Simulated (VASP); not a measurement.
# Cs (Pnma) in VASP: notebook, part 2 of 2

VASP 6.6.1. Earlier steps stand in the parts before.

## (3) Electric field gradients, PBE

This run uses another cell than the first one: it holds 8 atoms, not 4.

INCAR reads:

```
SYSTEM = Cs
  PREC = Accurate
  ENCUT = 520
  EDIFF = 1E-8
  ISMEAR = -1
  SIGMA = 0.05
  LREAL = .False.
  LASPH = .True.
  NELM = 100
  ALGO = Fast
  ISIF = 2
  LWAVE = .False.
  LCHARG = .False.
  GGA = PE
  LEFG = .True.
  NBANDS = 46
```

KPOINTS reads:

```
Automatic mesh
0
Gamma
  3 3 3
  0 0 0
```

POSCAR reads:

```
Cs
1.0
   10.3671850000      0.0000000000      0.0000000000
    0.0000000000      8.2377410000      0.0000000000
    0.0000000000      0.0000000000     10.8879280000
Cs
8
Direct
    0.1318870000      0.7500000000      0.4196155000
    0.1318870000      0.7500000000      0.9196155000
    0.6318870000      0.7500000000      0.3303845000
    0.6318870000      0.7500000000      0.8303845000
    0.8681130000      0.2500000000      0.0803845000
    0.8681130000      0.2500000000      0.5803845000
    0.3681130000      0.2500000000      0.1696155000
    0.3681130000      0.2500000000      0.6696155000
```

Potentials or basis: VASP PAW PBE potentials, release 64 (Cs_sv).

Launch:

```console
$ cat potpaw_PBE.64/Cs_sv/POTCAR > POTCAR
$ mpirun -np 1 vasp_std > vasp.out
```

OUTCAR:

```text
SYSTEM = Cs
   PREC = Accurate
   ENCUT = 520
   EDIFF = 1E-8
   ISMEAR = -1
   LREAL = .False.
   LASPH = .True.
   NELM = 100
   ISIF = 2
   GGA = PE

 ion  position               nearest neighbor table
   1  0.132  0.750  0.420-
   2  0.132  0.750  0.920-
   3  0.632  0.750  0.330-
   4  0.632  0.750  0.830-
   5  0.868  0.250  0.080-
   6  0.868  0.250  0.580-
   7  0.368  0.250  0.170-
   8  0.368  0.250  0.670-
[... 8 lines left out ...]
 A1 = (   0.0000000000,  -8.2377410000,   0.0000000000)
 A2 = (  10.3671850000,   0.0000000000,   0.0000000000)
 A3 = (   0.0000000000,   0.0000000000,  10.8879280000)

Analysis of symmetry for initial positions (statically):
=====================================================================
 Subroutine PRICEL returns following result:

  LATTYP: Found a simple orthorhombic cell.
 ALAT       =     5.4439640000
 B/A-ratio  =     1.5131880005
 C/A-ratio  =     1.9043448855

  Lattice vectors:

 A1 = (   0.0000000000,   0.0000000000,  -5.4439640000)
 A2 = (   0.0000000000,   8.2377410000,   0.0000000000)
 A3 = (  10.3671850000,   0.0000000000,   0.0000000000)

   2 primitive cells build up your supercell.

 Routine SETGRP: Setting up the symmetry group for a
 simple orthorhombic supercell.

 Subroutine GETGRP returns: Found  8 space group operations
 (whereof  2 operations were pure point group operations)
 out of a pool of  8 trial point group operations.

The static configuration has the point symmetry S_2 .
 The point group associated with its full space group is D_2h.

Analysis of symmetry for dynamics (positions and initial velocities):
=====================================================================
 Subroutine PRICEL returns following result:

  LATTYP: Found a simple orthorhombic cell.
 ALAT       =     5.4439640000
 B/A-ratio  =     1.5131880005
 C/A-ratio  =     1.9043448855

  Lattice vectors:

 A1 = (   0.0000000000,   0.0000000000,  -5.4439640000)
 A2 = (   0.0000000000,   8.2377410000,   0.0000000000)
 A3 = (  10.3671850000,   0.0000000000,   0.0000000000)

   2 primitive cells build up your supercell.

 Routine SETGRP: Setting up the symmetry group for a
 simple orthorhombic supercell.

 Subroutine GETGRP returns: Found  8 space group operations
 (whereof  2 operations were pure point group operations)
 out of a pool of  8 trial point group operations.

The dynamic configuration has the point symmetry S_2 .
 The point group associated with its full space group is D_2h.

 Subroutine INISYM returns: Found  8 space group operations
 (whereof  2 operations are pure point group operations),
 and found     2 'primitive' translations

----------------------------------------------------------------------------------------
[... 105 lines left out ...]
   GGA     = PE    functional components
   LHFCALC =     F    Hartree Fock is set to
   AEXX    =    0.0000 exact exchange contribution
   IVDW    =     0    specifies the selected vdW correction
   LEPSILON=     F    determine dielectric tensor
   LRPA    =     F    only Hartree local field effects (RPA)
 non-spin polarized calculation
 RMM-DIIS sequential band-by-band and
  energy-cutoff  :      520.00
  volume of cell :      929.85
 maximum number of plane-waves:     25076
 NGX is ok and might be reduce to    80

 number of electron      72.0000002 magnetization

 Free energy of the ion-electron system (eV)
  ---------------------------------------------------
  ext. energy  EPLUGINS =         0.00000000
  ---------------------------------------------------
  free energy    TOTEN  =        -6.75615199 eV

  energy without entropy =       -6.65558889  energy(sigma->0) =       -6.70587044

 E-fermi :   0.4379     XC(G=0):  -5.3788

 val. band max:        0.4186912047   @ k =   0.0000   0.3333   0.0000
 cond. band min:       0.4533560472   @ k =   0.0000   0.3333   0.3333
 fundamental gap:      0.0346648425
 Fermi energy:         0.4378542119

 k-point     1 :       0.0000    0.0000    0.0000
  band No.  band energies     occupation
      1     -23.4403      2.00000
      2     -23.4352      2.00000
      3     -23.4352      2.00000
      4     -23.4335      2.00000
      5     -23.4332      2.00000
      6     -23.4330      2.00000
[... 381 lines left out ...]
     45       1.7408      0.00000
     46       1.8088      0.00000

------------------------ aborting loop because EDIFF is reached ----------------------------------------

  FORCE on cell =-STRESS in cart. coord.  units (eV):
  Direction    XX          YY          ZZ          XY          YZ          ZX
  --------------------------------------------------------------------------------------
  -------------------------------------------------------------------------------------
  Total        0.1884262      0.4280456     -0.0964601      0.0000000      0.0000000      0.0000000
  in kB        0.3246665      0.7375413     -0.1662050      0.0000000      0.0000000      0.0000000
  external PRESSURE =       0.2986676 kB  Pullay stress =       0.0000000 kB

 VOLUME and BASIS-vectors are now :
 -----------------------------------------------------------------------------
  energy-cutoff  :      520.00
  volume of cell :      929.85
      direct lattice vectors                 reciprocal lattice vectors
    10.367185000  0.000000000  0.000000000     0.096458200  0.000000000  0.000000000
     0.000000000  8.237741000  0.000000000     0.000000000  0.121392503  0.000000000
     0.000000000  0.000000000 10.887928000     0.000000000  0.000000000  0.091844840

 POSITION                                       TOTAL-FORCE (eV/Angst)
 -----------------------------------------------------------------------------------
      1.36730      6.17831      4.56874         0.004202      0.000000     -0.009919
      1.36730      6.17831     10.01271         0.004202      0.000000     -0.009919
      6.55089      6.17831      3.59720         0.004202      0.000000      0.009919
      6.55089      6.17831      9.04117         0.004202     -0.000000      0.009919
      8.99989      2.05944      0.87522        -0.004202     -0.000000      0.009919
      8.99989      2.05944      6.31918        -0.004202      0.000000      0.009919
      3.81630      2.05944      1.84676        -0.004202      0.000000     -0.009919
      3.81630      2.05944      7.29073        -0.004202     -0.000000     -0.009919
 -----------------------------------------------------------------------------------
    total drift:                               -0.000000     -0.000000      0.000000

  FREE ENERGIE OF THE ION-ELECTRON SYSTEM (eV)
  ---------------------------------------------------
  free  energy   TOTEN  =        -6.7561519872 eV

  energy  without entropy=       -6.6555888919  energy(sigma->0) =       -6.70587044

 Electric field gradients (V/A^2)
---------------------------------------------------------------------
 ion       V_xx      V_yy      V_zz      V_xy      V_xz      V_yz
---------------------------------------------------------------------
   1       4.251    -1.670    -2.581     0.000    -1.181    -0.000
   2       4.251    -1.670    -2.581     0.000    -1.181     0.000
   3       4.251    -1.670    -2.581    -0.000     1.181     0.000
   4       4.251    -1.670    -2.581    -0.000     1.181     0.000
   5       4.251    -1.670    -2.581     0.000    -1.181     0.000
   6       4.251    -1.670    -2.581    -0.000    -1.181     0.000
   7       4.251    -1.670    -2.581    -0.000     1.181     0.000
   8       4.251    -1.670    -2.581     0.000     1.181     0.000
---------------------------------------------------------------------

 Electric field gradients after diagonalization (V/A^2)
 (convention: |V_zz| > |V_xx| > |V_yy|)
----------------------------------------------------------------------
 ion       V_xx      V_yy      V_zz     asymmetry (V_yy - V_xx)/ V_zz
----------------------------------------------------------------------
   1      -2.780    -1.670     4.449       0.249
   2      -2.780    -1.670     4.449       0.249
   3      -2.780    -1.670     4.449       0.249
   4      -2.780    -1.670     4.449       0.249
   5      -2.780    -1.670     4.449       0.249
   6      -2.780    -1.670     4.449       0.249
   7      -2.780    -1.670     4.449       0.249
   8      -2.780    -1.670     4.449       0.249
----------------------------------------------------------------------

           NMR quadrupolar parameters

 Cq : quadrupolar parameter    Cq=e*Q*V_zz/h
 eta: asymmetry parameters     (V_yy - V_xx)/ V_zz
 Q  : nuclear electric quadrupole moment in mb (millibarn)
----------------------------------------------------------------------
 ion       Cq(MHz)       eta       Q (mb)
----------------------------------------------------------------------
   1       0.011       0.249       1.000
   2       0.011       0.249       1.000
   3       0.011       0.249       1.000
   4       0.011       0.249       1.000
   5       0.011       0.249       1.000
   6       0.011       0.249       1.000
   7       0.011       0.249       1.000
   8       0.011       0.249       1.000
----------------------------------------------------------------------
```

Wall time 5.1 min (1 thread of Intel Xeon 6975P-C (Granite Rapids), shared host); peak memory 0.95 GiB.

Results:

| Item | Value |
| --- | --- |
| Free energy | -6.7562 eV |
| Pressure | 0.0 GPa |
| Largest force | 0.011 eV/Å |
| Band gap on the k mesh | zero (bands 36 and 37 overlap by 0.14 eV) |
| Largest electric field gradient by atom | Cs +4.4 V/Å² |

Forces in eV/Å, atoms in the order of the input:
```
Cs   0.004  0.000 -0.010
Cs   0.004  0.000 -0.010
Cs   0.004  0.000  0.010
Cs   0.004  0.000  0.010
Cs  -0.004  0.000  0.010
Cs  -0.004  0.000  0.010
Cs  -0.004  0.000 -0.010
Cs  -0.004  0.000 -0.010
```

Electric field gradients, principal values (V/Å²):
```
atom   least  middle  greatest (by size)
1 Cs  -1.670  -2.780               4.449
2 Cs  -1.670  -2.780               4.449
3 Cs  -1.670  -2.780               4.449
4 Cs  -1.670  -2.780               4.449
5 Cs  -1.670  -2.780               4.449
6 Cs  -1.670  -2.780               4.449
7 Cs  -1.670  -2.780               4.449
8 Cs  -1.670  -2.780               4.449
```

Caveat: without QUAD_EFG the Cq values of the log hold for a quadrupole moment of 1 mb, not for the nuclei; spin-orbit coupling is left out, which moves the levels of the heavy elements.
